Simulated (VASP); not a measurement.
# VH2 (Fm-3m) in VASP: a series of runs

Runs on VH2. Level: r2SCAN. Tasks: single point.

All numbers are computed with VASP 6.6.1; they aren't measurements. Logs are shortened: lines on timing, memory, paths and dates and some standing lists are left out, and cuts for length are marked.

## Step 1: The cell of the first run

Symmetry: Fm-3m, No. 225, cubic system. Conventional cell: a = 4.271 Å, b = 4.271 Å, c = 4.271 Å, α = 90.00°, β = 90.00°, γ = 90.00°. Within 2.5 Å of V (site symmetry m-3m) lie 8 H at 1.85 Å. H (site symmetry -43m) has 4 V at 1.85 Å and 6 H at 2.14 Å within 2.5 Å.

## Step 2: Single point, r2SCAN

POSCAR

```
VH2
1.0
    0.0000000000      2.1355000000      2.1355000000
    2.1355000000      0.0000000000      2.1355000000
    2.1355000000      2.1355000000      0.0000000000
V H
1 2
Direct
    0.0000000000      0.0000000000      0.0000000000
    0.2500000000      0.2500000000      0.2500000000
    0.7500000000      0.7500000000      0.7500000000
```

INCAR.step1

```
SYSTEM = VH2
PREC = Accurate
ENCUT = 520
ISMEAR = 0
SIGMA = 0.1
LREAL = .FALSE.
LASPH = .TRUE.
NELM = 80
NBANDS = 14
GGA = PE
ALGO = Normal
EDIFF = 1E-4
LWAVE = .TRUE.
LCHARG = .FALSE.
```

INCAR.step2

```
SYSTEM = VH2
PREC = Accurate
ENCUT = 520
EDIFF = 1E-7
ISMEAR = 0
SIGMA = 0.1
LREAL = .FALSE.
LASPH = .TRUE.
NELM = 80
ALGO = Normal
ISIF = 2
LWAVE = .FALSE.
LCHARG = .FALSE.
METAGGA = R2SCAN
LMIXTAU = .TRUE.
NBANDS = 14
ISTART = 1
```

KPOINTS

```
Automatic mesh
0
G
  16 16 16
  0 0 0
```

Potentials or basis: VASP PAW PBE potentials, release 64 (V_sv, H).

Run with:

```sh
> cat potpaw_PBE.64/V_sv/POTCAR potpaw_PBE.64/H/POTCAR > POTCAR
> cp INCAR.step1 INCAR
> mpirun -np 1 vasp_std > vasp.out
> cp INCAR.step2 INCAR
> mpirun -np 1 vasp_std > vasp.out
```

OUTCAR:

```text
SYSTEM = VH2
   PREC = Accurate
   ENCUT = 520
   EDIFF = 1E-7
   ISMEAR = 0
   LREAL = .FALSE.
   LASPH = .TRUE.
   NELM = 80
   ISIF = 2
   METAGGA = R2SCAN
   ISTART = 1

 ion  position               nearest neighbor table
   1  0.000  0.000  0.000-   3 1.85   3 1.85   3 1.85   2 1.85   2 1.85   2 1.85   3 1.85   2 1.85

   2  0.250  0.250  0.250-   1 1.85   1 1.85   1 1.85   1 1.85
   3  0.750  0.750  0.750-   1 1.85   1 1.85   1 1.85   1 1.85

  LATTYP: Found a face centered cubic cell.
 ALAT       =     4.2710000000

  Lattice vectors:

 A1 = (   0.0000000000,   2.1355000000,   2.1355000000)
 A2 = (   2.1355000000,   0.0000000000,   2.1355000000)
 A3 = (   2.1355000000,   2.1355000000,   0.0000000000)

Analysis of symmetry for initial positions (statically):
=====================================================================
 Subroutine PRICEL returns:
 Original cell was already a primitive cell.

 Routine SETGRP: Setting up the symmetry group for a
 face centered cubic supercell.

 Subroutine GETGRP returns: Found 48 space group operations
 (whereof 48 operations were pure point group operations)
 out of a pool of 48 trial point group operations.

The static configuration has the point symmetry O_h .

Analysis of symmetry for dynamics (positions and initial velocities):
=====================================================================
 Subroutine PRICEL returns:
 Original cell was already a primitive cell.

 Routine SETGRP: Setting up the symmetry group for a
 face centered cubic supercell.

 Subroutine GETGRP returns: Found 48 space group operations
 (whereof 48 operations were pure point group operations)
 out of a pool of 48 trial point group operations.

The dynamic configuration has the point symmetry O_h .

 Subroutine INISYM returns: Found 48 space group operations
 (whereof 48 operations are pure point group operations),
 and found     1 'primitive' translations

----------------------------------------------------------------------------------------

                                     Primitive cell

  volume of cell :      19.4773

  direct lattice vectors                    reciprocal lattice vectors
     0.000000000  2.135500000  2.135500000    -0.234137204  0.234137204  0.234137204
     2.135500000  0.000000000  2.135500000     0.234137204 -0.234137204  0.234137204
     2.135500000  2.135500000  0.000000000     0.234137204  0.234137204 -0.234137204

  length of vectors
     3.020053062  3.020053062  3.020053062     0.405537534  0.405537534  0.405537534

  position of ions in fractional coordinates (direct lattice)
     0.000000000  0.000000000  0.000000000
     0.250000000  0.250000000  0.250000000
     0.750000000  0.750000000  0.750000000

  ion indices of the primitive-cell ions
   primitive index   ion index
                 1           1
                 2           2
                 3           3

----------------------------------------------------------------------------------------

 KPOINTS: Automatic mesh

Automatic generation of k-mesh.
 Grid dimensions read from file:
 generate k-points for:   16   16   16

 Generating k-lattice:

  Cartesian coordinates                     Fractional coordinates (reciprocal lattice)
    -0.014633575  0.014633575  0.014633575     0.062500000  0.000000000  0.000000000
     0.014633575 -0.014633575  0.014633575     0.000000000  0.062500000  0.000000000
     0.014633575  0.014633575 -0.014633575     0.000000000  0.000000000  0.062500000

  Length of vectors
     0.025346096  0.025346096  0.025346096

  Shift w.r.t. Gamma in fractional coordinates (k-lattice)
     0.000000000  0.000000000  0.000000000

 Subroutine IBZKPT returns following result:
 ===========================================

 Found    145 irreducible k-points:

 Following reciprocal coordinates:
            Coordinates               Weight
  0.000000  0.000000  0.000000      1.000000
  0.062500  0.000000  0.000000      8.000000
  0.125000  0.000000  0.000000      8.000000
  0.187500  0.000000  0.000000      8.000000
  0.250000  0.000000  0.000000      8.000000
  0.312500  0.000000  0.000000      8.000000
[... 16 lines left out ...]
 -0.125000  0.062500  0.000000     24.000000
 -0.062500  0.062500  0.000000     12.000000
 [... further k-points ...]
   k-points           NKPTS =    145   k-points in BZ     NKDIM =    145   number of bands    NBANDS=     14
   number of dos      NEDOS =    301   number of ions     NIONS =      3
   total plane-waves  NPLWV =  13824
   dimension x,y,z NGX =    24 NGY =   24 NGZ =   24
   dimension x,y,z NGXF=    48 NGYF=   48 NGZF=   48
   ions per type =               1   2
   NGX,Y,Z   is equivalent  to a cutoff of  13.21, 13.21, 13.21 a.u.
   NGXF,Y,Z  is equivalent  to a cutoff of  26.42, 26.42, 26.42 a.u.
 SYSTEM =  VH2
   PREC   = accura    normal or accurate (medium, high low for compatibility)
   ISTART =      1    job   : 0-new  1-cont  2-samecut
   ICHARG =      0    charge: 1-file 2-atom 10-const
   ISPIN  =      1    spin polarized calculation?
   LNONCOLLINEAR =      F non collinear calculations
   LSORBIT =      F    spin-orbit coupling
   LASPH  =      T    aspherical Exc in radial PAW
   ENCUT  =  520.0 eV  38.22 Ry    6.18 a.u.   5.62  5.62  5.62*2*pi/ulx,y,z
   NELM   =     80;   NELMIN=  2; NELMDL=  0     # of ELM steps
   EDIFF  = 0.1E-06   stopping-criterion for ELM
   LREAL  =      F    real-space projection
   EDIFFG = 0.1E-05   stopping-criterion for IOM
   NSW    =      0    number of steps for IOM
   IBRION =     -1    ionic relax: 0-MD 1-quasi-New 2-CG
   NFREE  =      0    steps in history (QN), initial steepest desc. (CG)
   ISIF   =      2    stress and relaxation
   ISYM   =      2    0-nonsym 1-usesym 2-fastsym
   POTIM  = 0.5000    time-step for ionic-motion
   TEBEG  =    0.0;   TEEND  =   0.0 temperature during run
   PSTRESS=    0.0 pullay stress
   NELECT =      15.0000    total number of electrons
   NUPDOWN=      -1.0000    fix difference up-down
   EMIN   =  10.00;   EMAX   =-10.00  energy-range for DOS
   EFERMI =   0.00;   METHOD = LEGACY
   ISMEAR =     0;   SIGMA  =   0.10  broadening in eV -4-tet -1-fermi 0-gaus
   EFERMI_NEDOS =   21; number of points for ismear=-14 and -15
   IALGO  =     38    algorithm
   IMIX   =      4    mixing-type and parameters
     AMIX     =   0.40;   BMIX     =  1.00
     AMIX_MAG =   1.60;   BMIX_MAG =  1.00
  volume/ion in A,a.u.               =       6.49        43.81
  Fermi-wavevector in a.u.,A,eV,Ry     =   1.500591  2.835706 30.637237  2.251773
  Thomas-Fermi vector in A             =   2.612072
   LORBIT       =      0    0 simple, 1 ext, 2 COOP (PROOUT), +10 PAW based schemes
   METAGGA = R2SCAN    functional components
   LHFCALC =     F    Hartree Fock is set to
   AEXX    =    0.0000 exact exchange contribution
   IVDW    =     0    specifies the selected vdW correction
   LEPSILON=     F    determine dielectric tensor
   LRPA    =     F    only Hartree local field effects (RPA)
 non-spin polarized calculation
 Gauss-broadening in eV      SIGMA  =   0.10
  energy-cutoff  :      520.00
  volume of cell :       19.48
 maximum number of plane-waves:       544
   NGX = 11   NGY = 11   NGZ = 11

 number of electron      15.0000005 magnetization

 Free energy of the ion-electron system (eV)
  ---------------------------------------------------
  ext. energy  EPLUGINS =         0.00000000
  ---------------------------------------------------
  free energy    TOTEN  =       -21.71038334 eV

  energy without entropy =      -21.70322492  energy(sigma->0) =      -21.70680413

 E-fermi :   8.1717     XC(G=0): -13.0028

 val. band max:        8.1643387102   @ k =   0.2500   0.2500   0.0000
 cond. band min:       8.1741037224   @ k =   0.5000   0.2500   0.0625
 fundamental gap:      0.0097650122
 Fermi energy:         8.1716669887

 k-point     1 :       0.0000    0.0000    0.0000
  band No.  band energies     occupation
      1     -59.1120      2.00000
      2     -31.6823      2.00000
      3     -31.6823      2.00000
      4     -31.6823      2.00000
      5      -3.8705      2.00000
      6       7.1964      2.00000
      7       7.1964      2.00000
      8       7.1964      2.00000
      9       8.9146      0.00000
     10       8.9146      0.00000
     11       8.9707      0.00000
     12      24.7212      0.00000
     13      26.1294      0.00000
     14      26.1294      0.00000

 k-point     2 :       0.0625    0.0000    0.0000
  band No.  band energies     occupation
      1     -59.1101      2.00000
      2     -31.6955      2.00000
      3     -31.6839      2.00000
      4     -31.6839      2.00000
      5      -3.7648      2.00000
      6       6.5718      2.00000
      7       7.2369      2.00000
      8       7.2370      2.00000
      9       8.8922      0.00000
     10       8.8922      0.00000
     11       9.6519      0.00000
     12      23.5010      0.00000
     13      25.9993      0.00000
     14      25.9993      0.00000

 k-point     3 :       0.1250    0.0000    0.0000
  band No.  band energies     occupation
      1     -59.1049      2.00000
      2     -31.7331      2.00000
      3     -31.6887      2.00000
      4     -31.6887      2.00000
      5      -3.4546      2.00000
      6       5.5689      2.00000
      7       7.3426      2.00000
      8       7.3427      2.00000
      9       8.8442      0.00000
     10       8.8442      0.00000
     11      10.7981      0.00000
     12      21.7527      0.00000
     13      25.0927      0.00000
     14      25.7066      0.00000
[... 324 lines left out ...]
 k-point    23 :      -0.1250    0.0625    0.0000
  band No.  band energies     occupation
      1     -59.1010      2.00000
      2     -31.7557      2.00000
      3     -31.7005      2.00000
      4     -31.6887      2.00000
      5      -3.2187      2.00000
      6       5.0564      2.00000
      7       7.4071      2.00000
      8       7.4297      2.00000
      9       8.6899      0.00000
     10       8.9400      0.00000
     11      11.3982      0.00000
     12      21.0360      0.00000
     13      24.0988      0.00000
     14      24.5256      0.00000

 k-point    24 :      -0.0625    0.0625    0.0000
  band No.  band energies     occupation
      1     -59.1071      2.00000
      2     -31.7143      2.00000
      3     -31.6912      2.00000
      4     -31.6847      2.00000
      5      -3.5906      2.00000
      6       5.9342      2.00000
      7       7.3004      2.00000
      8       7.3060      2.00000
      9       8.7968      0.00000
     10       8.9209      0.00000
     11      10.3717      0.00000
     12      22.4924      0.00000
     13      24.8644      0.00000
     14      25.6868      0.00000

 [... further k-points ...]
[... 5 lines left out ...]
  --------------------------------------------------------------------------------------
  -------------------------------------------------------------------------------------
  Total       -1.1447895     -1.1447895     -1.1447895      0.0000000     -0.0000000     -0.0000000
  in kB      -94.1688981    -94.1688981    -94.1688981      0.0000000     -0.0000000     -0.0000000
  external PRESSURE =     -94.1688981 kB  Pullay stress =       0.0000000 kB

 VOLUME and BASIS-vectors are now :
 -----------------------------------------------------------------------------
  energy-cutoff  :      520.00
  volume of cell :       19.48
      direct lattice vectors                 reciprocal lattice vectors
     0.000000000  2.135500000  2.135500000    -0.234137204  0.234137204  0.234137204
     2.135500000  0.000000000  2.135500000     0.234137204 -0.234137204  0.234137204
     2.135500000  2.135500000  0.000000000     0.234137204  0.234137204 -0.234137204

 POSITION                                       TOTAL-FORCE (eV/Angst)
 -----------------------------------------------------------------------------------
      0.00000      0.00000      0.00000         0.000000      0.000000      0.000000
      1.06775      1.06775      1.06775        -0.000000      0.000000     -0.000000
      3.20325      3.20325      3.20325        -0.000000     -0.000000      0.000000
 -----------------------------------------------------------------------------------
    total drift:                               -0.000000      0.000000      0.000000

  FREE ENERGIE OF THE ION-ELECTRON SYSTEM (eV)
  ---------------------------------------------------
  free  energy   TOTEN  =       -21.7103833354 eV

  energy  without entropy=      -21.7032249245  energy(sigma->0) =      -21.70680413
```

It took 44 s on 1 thread of Intel Xeon 6975P-C (Granite Rapids), shared host; peak memory 0.17 GiB.

What came out:

```
Free energy : -21.7104 eV
Pressure    : -9.4 GPa
```

Caveat: the PAW data sets were made with another functional, which shifts forces and pressure a little.

## Step 3: Single point, r2SCAN, collinear spin, ferromagnetic start

POSCAR is that of step 2.

INCAR.step1

```
PREC = Accurate
ENCUT = 520
ISMEAR = 0
SIGMA = 0.1
LREAL = F
LASPH = T
NELM = 150
ISPIN = 2
MAGMOM = 3.5 0 0
LMAXMIX = 4
NBANDS = 18
GGA = PE
ALGO = Normal
EDIFF = 1E-4
LWAVE = T
LCHARG = F
```

INCAR.step2

```
PREC = Accurate
ENCUT = 520
EDIFF = 1E-6
ISMEAR = 0
SIGMA = 0.1
LREAL = F
LASPH = T
NELM = 150
ALGO = Normal
ISIF = 2
LWAVE = F
LCHARG = F
ISPIN = 2
MAGMOM = 3.5 0 0
LORBIT = 11
LMAXMIX = 4
METAGGA = R2SCAN
LMIXTAU = T
NBANDS = 18
ISTART = 1
```

KPOINTS

```
Automatic mesh
0
Gamma
  16 16 16
```

Potentials or basis: VASP PAW PBE potentials, release 64 (V_sv, H).

Run with:

```sh
> cat potpaw_PBE.64/V_sv/POTCAR potpaw_PBE.64/H/POTCAR > POTCAR
> cp INCAR.step1 INCAR
> mpirun -np 1 vasp_std > vasp.out
> cp INCAR.step2 INCAR
> mpirun -np 1 vasp_std > vasp.out
```

It took 5.8 min on 1 thread of Intel Xeon 8259CL, shared host; peak memory 0.22 GiB.

The run converged. Its results:

```yaml
Free_energy: -21.7104 eV
Pressure: -9.4 GPa
Net_moment: 0.00 μB per cell
Valence_electrons_inside_the_program's_atomic_spheres: V 11.54; H 0.61
```

Levels at points of the mesh, in eV from the Fermi level:
Spin up:
| k point | band 5 | band 6 | band 7 | band 8 | band 9 | band 10 | band 11 | band 12 |
| --- | --- | --- | --- | --- | --- | --- | --- | --- |
| (0.00, 0.00, 0.00) | -12.04 | -0.98 | -0.98 | -0.98 | 0.74 | 0.74 | 0.80 | 16.55 |
| (0.50, 0.00, 0.00) | -8.31 | -6.11 | -0.84 | -0.84 | 1.51 | 1.51 | 4.24 | 7.98 |
| (0.50, 0.50, 0.00) | -6.77 | -6.17 | -3.62 | 1.59 | 1.64 | 1.64 | 6.96 | 7.74 |
Spin down:
| k point | band 6 | band 7 | band 8 | band 9 | band 10 | band 11 |
| --- | --- | --- | --- | --- | --- | --- |
| (0.00, 0.00, 0.00) | -0.98 | -0.98 | -0.98 | 0.74 | 0.74 | 0.80 |
| (0.50, 0.00, 0.00) | -6.11 | -0.84 | -0.84 | 1.51 | 1.51 | 4.24 |
| (0.50, 0.50, 0.00) | -6.17 | -3.62 | 1.58 | 1.63 | 1.63 | 6.96 |

Caveat: the PAW data sets were made with another functional, which shifts forces and pressure a little.
